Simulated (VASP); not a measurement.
BP:

```
CELL_PARAMETERS angstrom
0.00000 2.27415 2.27415
2.27415 0.00000 2.27415
2.27415 2.27415 0.00000
ATOMIC_POSITIONS crystal
B 0.00000 0.00000 0.00000
P 0.25000 0.25000 0.25000
```

- Program: VASP 6.6.1
- Task: relaxation of cell and atoms
- Functional: PBE
- Dispersion: D3(BJ)
- Potentials or basis: VASP PAW PBE potentials, release 64 (B, P)
- Cutoff: 500 eV
- k mesh: 10 × 10 × 10
- Occupations: gaussian, width 0.02 eV
- Spin: no spin polarisation

At the start: pressure -4.6 GPa; volume 11.76 Å³/atom.

Problem. How do energy, volume and symmetry change on relaxing?

Solution. Over 3 steps the energy falls by 4.9 meV/atom and the volume is 11.43 Å³/atom (-2.8 %); space group F-43m (No. 216, to 0.1 Å) before and after.

The path:
| step | energy change (eV) | largest force (eV/Å) | pressure (GPa) | volume (Å³) |
| --- | --- | --- | --- | --- |
| 1 | 0.0000 | 0.0000 | -4.59 | 23.52 |
| 2 | -0.0045 | 0.0000 | 3.67 | 22.39 |
| 3 | -0.0097 | 0.0000 | 0.00 | 22.86 |

Final structure:
```
B P
1.0
     0.00000    2.25265    2.25265
     2.25265    0.00000    2.25265
     2.25265    2.25265    0.00000
B P
1 1
Direct
  0.00000 0.00000 0.00000
  0.25000 0.25000 0.25000
```
